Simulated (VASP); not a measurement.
# Cu3N (Pm-3m) in VASP: further runs

The runs below take Cu3N through electric field gradients, with PBEsol.

Program: VASP 6.6.1. These are calculated values, not measurements. Logs are shortened: lines on timing, memory, paths and dates and some standing lists are left out, and cuts for length are marked.

### 1 The cell of the first run

The structure is cubic, space group Pm-3m (No. 221). The conventional cell has a = 3.814 Å, b = 3.814 Å, c = 3.814 Å, α = 90.00°, β = 90.00°, γ = 90.00°. Cu (site symmetry 4/mmm) has 2 N at 1.91 Å within 2.5 Å. Within 2.5 Å of N (site symmetry m-3m) lie 6 Cu at 1.91 Å.

### 2 Electric field gradients, PBEsol

Contents of INCAR:

```
PREC = Accurate
ENCUT = 520
EDIFF = 1E-8
ISMEAR = -1
SIGMA = 0.08
LREAL = F
LASPH = T
NELM = 120
ALGO = Normal
ISIF = 2
LWAVE = F
LCHARG = F
GGA = PS
LEFG = T
NBANDS = 27
GGA_COMPAT = F
```

Contents of KPOINTS:

```
Automatic mesh
0
Gamma
  10 10 10
```

Contents of POSCAR:

```
Cu3N
1.0
    3.8140000000      0.0000000000      0.0000000000
    0.0000000000      3.8140000000      0.0000000000
    0.0000000000      0.0000000000      3.8140000000
Cu N
3 1
Direct
    0.5000000000      0.0000000000      0.0000000000
    0.0000000000      0.5000000000      0.0000000000
    0.0000000000      0.0000000000      0.5000000000
    0.0000000000      0.0000000000      0.0000000000
```

Potentials or basis: VASP PAW PBE potentials, release 64 (Cu, N).

On the command line:

```bash
$ cat potpaw_PBE.64/Cu/POTCAR potpaw_PBE.64/N/POTCAR > POTCAR
$ mpirun -np 1 vasp_std > vasp.out
```

OUTCAR:

```text
PREC = Accurate
   ENCUT = 520
   EDIFF = 1E-8
   ISMEAR = -1
   LREAL = F
   LASPH = T
   NELM = 120
   ISIF = 2
   GGA = PS

 ion  position               nearest neighbor table
   1  0.500  0.000  0.000-   4 1.91   4 1.91   2 2.70   3 2.70   2 2.70   2 2.70   3 2.70   3 2.70
                             3 2.70   2 2.70
   2  0.000  0.500  0.000-   4 1.91   4 1.91   1 2.70   3 2.70   1 2.70   3 2.70   3 2.70   3 2.70
                             1 2.70   1 2.70
   3  0.000  0.000  0.500-   4 1.91   4 1.91   1 2.70   1 2.70   2 2.70   2 2.70   2 2.70   2 2.70
                             1 2.70   1 2.70
   4  0.000  0.000  0.000-   1 1.91   2 1.91   3 1.91   3 1.91   2 1.91   1 1.91

  LATTYP: Found a simple cubic cell.
 ALAT       =     3.8140000000

  Lattice vectors:

 A1 = (   3.8140000000,   0.0000000000,   0.0000000000)
 A2 = (   0.0000000000,   3.8140000000,   0.0000000000)
 A3 = (   0.0000000000,   0.0000000000,   3.8140000000)

Analysis of symmetry for initial positions (statically):
=====================================================================
 Subroutine PRICEL returns:
 Original cell was already a primitive cell.

 Routine SETGRP: Setting up the symmetry group for a
 simple cubic supercell.

 Subroutine GETGRP returns: Found 48 space group operations
 (whereof 48 operations were pure point group operations)
 out of a pool of 48 trial point group operations.

The static configuration has the point symmetry O_h .

Analysis of symmetry for dynamics (positions and initial velocities):
=====================================================================
 Subroutine PRICEL returns:
 Original cell was already a primitive cell.

 Routine SETGRP: Setting up the symmetry group for a
 simple cubic supercell.

 Subroutine GETGRP returns: Found 48 space group operations
 (whereof 48 operations were pure point group operations)
 out of a pool of 48 trial point group operations.

The dynamic configuration has the point symmetry O_h .

 Subroutine INISYM returns: Found 48 space group operations
 (whereof 48 operations are pure point group operations),
 and found     1 'primitive' translations

----------------------------------------------------------------------------------------

                                     Primitive cell

  volume of cell :      55.4807

  direct lattice vectors                    reciprocal lattice vectors
     3.814000000  0.000000000  0.000000000     0.262191924  0.000000000  0.000000000
     0.000000000  3.814000000  0.000000000     0.000000000  0.262191924  0.000000000
     0.000000000  0.000000000  3.814000000     0.000000000  0.000000000  0.262191924

  length of vectors
     3.814000000  3.814000000  3.814000000     0.262191924  0.262191924  0.262191924

  position of ions in fractional coordinates (direct lattice)
     0.500000000  0.000000000  0.000000000
     0.000000000  0.500000000  0.000000000
     0.000000000  0.000000000  0.500000000
     0.000000000  0.000000000  0.000000000

  ion indices of the primitive-cell ions
   primitive index   ion index
                 1           1
                 2           2
                 3           3
                 4           4

----------------------------------------------------------------------------------------

 KPOINTS: Automatic mesh

Automatic generation of k-mesh.
 Grid dimensions read from file:
 generate k-points for:   10   10   10

 Generating k-lattice:

  Cartesian coordinates                     Fractional coordinates (reciprocal lattice)
     0.026219192  0.000000000  0.000000000     0.100000000  0.000000000  0.000000000
     0.000000000  0.026219192  0.000000000     0.000000000  0.100000000  0.000000000
     0.000000000  0.000000000  0.026219192     0.000000000  0.000000000  0.100000000

  Length of vectors
     0.026219192  0.026219192  0.026219192

  Shift w.r.t. Gamma in fractional coordinates (k-lattice)
     0.000000000  0.000000000  0.000000000

 Subroutine IBZKPT returns following result:
 ===========================================

 Found     56 irreducible k-points:

 Following reciprocal coordinates:
            Coordinates               Weight
  0.000000  0.000000  0.000000      1.000000
  0.100000  0.000000  0.000000      6.000000
  0.200000  0.000000  0.000000      6.000000
  0.300000  0.000000  0.000000      6.000000
  0.400000  0.000000  0.000000      6.000000
  0.500000  0.000000  0.000000      3.000000
[... 16 lines left out ...]
  0.200000  0.100000  0.100000     24.000000
  0.300000  0.100000  0.100000     24.000000
 [... further k-points ...]
   k-points           NKPTS =     56   k-points in BZ     NKDIM =     56   number of bands    NBANDS=     27
   number of dos      NEDOS =    301   number of ions     NIONS =      4
   total plane-waves  NPLWV =  21952
   dimension x,y,z NGX =    28 NGY =   28 NGZ =   28
   dimension x,y,z NGXF=    56 NGYF=   56 NGZF=   56
   ions per type =               3   1
   NGX,Y,Z   is equivalent  to a cutoff of  12.20, 12.20, 12.20 a.u.
   NGXF,Y,Z  is equivalent  to a cutoff of  24.41, 24.41, 24.41 a.u.
 SYSTEM =  unknown system
   PREC   = accura    normal or accurate (medium, high low for compatibility)
   ISTART =      0    job   : 0-new  1-cont  2-samecut
   ICHARG =      2    charge: 1-file 2-atom 10-const
   ISPIN  =      1    spin polarized calculation?
   LNONCOLLINEAR =      F non collinear calculations
   LSORBIT =      F    spin-orbit coupling
   LASPH  =      T    aspherical Exc in radial PAW
   ENCUT  =  520.0 eV  38.22 Ry    6.18 a.u.   7.09  7.09  7.09*2*pi/ulx,y,z
   NELM   =    120;   NELMIN=  2; NELMDL= -5     # of ELM steps
   EDIFF  = 0.1E-07   stopping-criterion for ELM
   LREAL  =      F    real-space projection
   EDIFFG = 0.1E-06   stopping-criterion for IOM
   NSW    =      0    number of steps for IOM
   IBRION =     -1    ionic relax: 0-MD 1-quasi-New 2-CG
   NFREE  =      0    steps in history (QN), initial steepest desc. (CG)
   ISIF   =      2    stress and relaxation
   ISYM   =      2    0-nonsym 1-usesym 2-fastsym
   POTIM  = 0.5000    time-step for ionic-motion
   TEBEG  =    0.0;   TEEND  =   0.0 temperature during run
   PSTRESS=    0.0 pullay stress
   NELECT =      38.0000    total number of electrons
   NUPDOWN=      -1.0000    fix difference up-down
   EMIN   =  10.00;   EMAX   =-10.00  energy-range for DOS
   EFERMI =   0.00;   METHOD = LEGACY
   ISMEAR =    -1;   SIGMA  =   0.08  broadening in eV -4-tet -1-fermi 0-gaus
   EFERMI_NEDOS =   21; number of points for ismear=-14 and -15
   IALGO  =     38    algorithm
   IMIX   =      4    mixing-type and parameters
     AMIX     =   0.40;   BMIX     =  1.00
     AMIX_MAG =   1.60;   BMIX_MAG =  1.00
  volume/ion in A,a.u.               =      13.87        93.60
  Fermi-wavevector in a.u.,A,eV,Ry     =   1.443074  2.727015 28.333633  2.082463
  Thomas-Fermi vector in A             =   2.561523
   LORBIT       =      0    0 simple, 1 ext, 2 COOP (PROOUT), +10 PAW based schemes
   GGA     = PS    functional components
   LHFCALC =     F    Hartree Fock is set to
   AEXX    =    0.0000 exact exchange contribution
   IVDW    =     0    specifies the selected vdW correction
   LEPSILON=     F    determine dielectric tensor
   LRPA    =     F    only Hartree local field effects (RPA)
 non-spin polarized calculation
  energy-cutoff  :      520.00
  volume of cell :       55.48
 maximum number of plane-waves:      1510
   NGX = 15   NGY = 15   NGZ = 15

 number of electron      37.9999898 magnetization

 Free energy of the ion-electron system (eV)
  ---------------------------------------------------
  ext. energy  EPLUGINS =         0.00000000
  ---------------------------------------------------
  free energy    TOTEN  =       -20.41600855 eV

  energy without entropy =      -20.41277157  energy(sigma->0) =      -20.41439006

 E-fermi :   4.8743     XC(G=0): -10.9988

 val. band max:        4.7462396289   @ k =   0.5000   0.5000   0.5000
 cond. band min:       4.9135717123   @ k =   0.5000   0.5000   0.0000
 fundamental gap:      0.1673320834
 Fermi energy:         4.8743340386

 k-point     1 :       0.0000    0.0000    0.0000
  band No.  band energies     occupation
      1     -12.0546      2.00000
      2      -0.5146      2.00000
      3      -0.0596      2.00000
      4      -0.0596      2.00000
      5      -0.0596      2.00000
      6       0.8772      2.00000
[... 709 lines left out ...]
     26      13.9259      0.00000
     27      14.9711      0.00000

 [... further k-points ...]
[... 5 lines left out ...]
  --------------------------------------------------------------------------------------
  -------------------------------------------------------------------------------------
  Total       -1.4696577     -1.4696577     -1.4696577      0.0000000     -0.0000000     -0.0000000
  in kB      -42.4409114    -42.4409114    -42.4409114      0.0000000     -0.0000000     -0.0000000
  external PRESSURE =     -42.4409114 kB  Pullay stress =       0.0000000 kB

 VOLUME and BASIS-vectors are now :
 -----------------------------------------------------------------------------
  energy-cutoff  :      520.00
  volume of cell :       55.48
      direct lattice vectors                 reciprocal lattice vectors
     3.814000000  0.000000000  0.000000000     0.262191924  0.000000000  0.000000000
     0.000000000  3.814000000  0.000000000     0.000000000  0.262191924  0.000000000
     0.000000000  0.000000000  3.814000000     0.000000000  0.000000000  0.262191924

 POSITION                                       TOTAL-FORCE (eV/Angst)
 -----------------------------------------------------------------------------------
      1.90700      0.00000      0.00000         0.000000      0.000000      0.000000
      0.00000      1.90700      0.00000         0.000000      0.000000      0.000000
      0.00000      0.00000      1.90700         0.000000      0.000000      0.000000
      0.00000      0.00000      0.00000         0.000000      0.000000      0.000000
 -----------------------------------------------------------------------------------
    total drift:                                0.000000      0.000000     -0.000000

  FREE ENERGIE OF THE ION-ELECTRON SYSTEM (eV)
  ---------------------------------------------------
  free  energy   TOTEN  =       -20.4160085481 eV

  energy  without entropy=      -20.4127715746  energy(sigma->0) =      -20.41439006

 Electric field gradients (V/A^2)
---------------------------------------------------------------------
 ion       V_xx      V_yy      V_zz      V_xy      V_xz      V_yz
---------------------------------------------------------------------
   1     -59.189    29.594    29.594     0.000    -0.000    -0.000
   2      29.594   -59.189    29.594    -0.000     0.000     0.000
   3      29.594    29.594   -59.189     0.000     0.000    -0.000
   4       0.000    -0.000     0.000     0.000     0.000    -0.000
---------------------------------------------------------------------

 Electric field gradients after diagonalization (V/A^2)
 (convention: |V_zz| > |V_xx| > |V_yy|)
----------------------------------------------------------------------
 ion       V_xx      V_yy      V_zz     asymmetry (V_yy - V_xx)/ V_zz
----------------------------------------------------------------------
   1      29.594    29.594   -59.189       0.000
   2      29.594    29.594   -59.189       0.000
   3      29.594    29.594   -59.189       0.000
   4       0.000    -0.000     0.000      -0.588
----------------------------------------------------------------------

           NMR quadrupolar parameters

 Cq : quadrupolar parameter    Cq=e*Q*V_zz/h
 eta: asymmetry parameters     (V_yy - V_xx)/ V_zz
 Q  : nuclear electric quadrupole moment in mb (millibarn)
----------------------------------------------------------------------
 ion       Cq(MHz)       eta       Q (mb)
----------------------------------------------------------------------
   1      -0.143       0.000       1.000
   2      -0.143       0.000       1.000
   3      -0.143       0.000       1.000
   4       0.000      -0.588       1.000
----------------------------------------------------------------------
```

Run time: 2.2 min. Hardware: 1 thread of AMD EPYC 7R13, shared host; peak memory 0.17 GiB.

What came out:

```yaml
Free_energy: -20.4160 eV
Pressure: -4.2 GPa
Band_gap_on_the_k_mesh: 0.17 eV (least direct gap 0.70 eV)
Largest_electric_field_gradient_by_atom: Cu -59.2; N +0.0 V/Å²
```

Levels at points of the mesh, in eV from the valence-band top:
| k point | band 17 | band 18 | band 19 | band 20 | band 21 | band 22 |
| --- | --- | --- | --- | --- | --- | --- |
| (0.00, 0.00, 0.00) | -1.82 | -1.82 | -1.77 | 0.98 | 5.25 | 5.25 |
| (0.50, 0.00, 0.00) | -1.82 | -1.41 | -1.41 | 1.55 | 3.31 | 6.73 |
| (0.50, 0.50, 0.00) | -1.07 | -1.07 | -0.68 | 0.17 | 3.54 | 4.81 |
| (0.50, 0.50, 0.50) | 0.00 | 0.00 | 0.00 | 0.78 | 0.78 | 0.78 |

Electric field gradients, principal values (V/Å²):
| atom | least | middle | greatest (by size) |
| --- | --- | --- | --- |
| 1 Cu | 29.594 | 29.594 | -59.189 |
| 2 Cu | 29.594 | 29.594 | -59.189 |
| 3 Cu | 29.594 | 29.594 | -59.189 |
| 4 N | 0.000 | 0.000 | 0.000 |

Caveat: the cell stands under tension; without QUAD_EFG the Cq values of the log hold for a quadrupole moment of 1 mb, not for the nuclei; the PAW data sets were made with another functional, which shifts forces and pressure a little. A k mesh can miss the band edges.

(Continued in part 2 of 2.)
